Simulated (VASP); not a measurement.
Input of a VASP 6.6.1 run:

Contents of INCAR:

```
PREC = Accurate ; ENCUT = 520
EDIFF = 1E-6 ; ISMEAR = -1
SIGMA = 0.05 ; LREAL = False
LASPH = True ; NELM = 100
ALGO = Normal ; ISIF = 2
LWAVE = False ; LCHARG = False
GGA = PS ; NBANDS = 10
```

File KPOINTS:

```
regular mesh
0
Gamma
  13 13 13
```

The input POSCAR:

```
Li
1.0
    0.0000000000      2.4286862399      2.4286862399
    2.4286862399      0.0000000000      2.4286862399
    2.4286862399      2.4286862399      0.0000000000
Li
2
Direct
   -0.1250000000     -0.1250000000     -0.1250000000
    0.1250000000      0.1250000000      0.1250000000
```

Potentials or basis: VASP PAW PBE potentials, release 64 (Li_sv).

Run with:

```bash
$ cat potpaw_PBE.64/Li_sv/POTCAR > POTCAR
$ mpirun -np 1 vasp_std > vasp.out
```

Q: Estimate the band gap on the k mesh.

A: 0.09 eV, direct.

 A k mesh can miss the band edges.
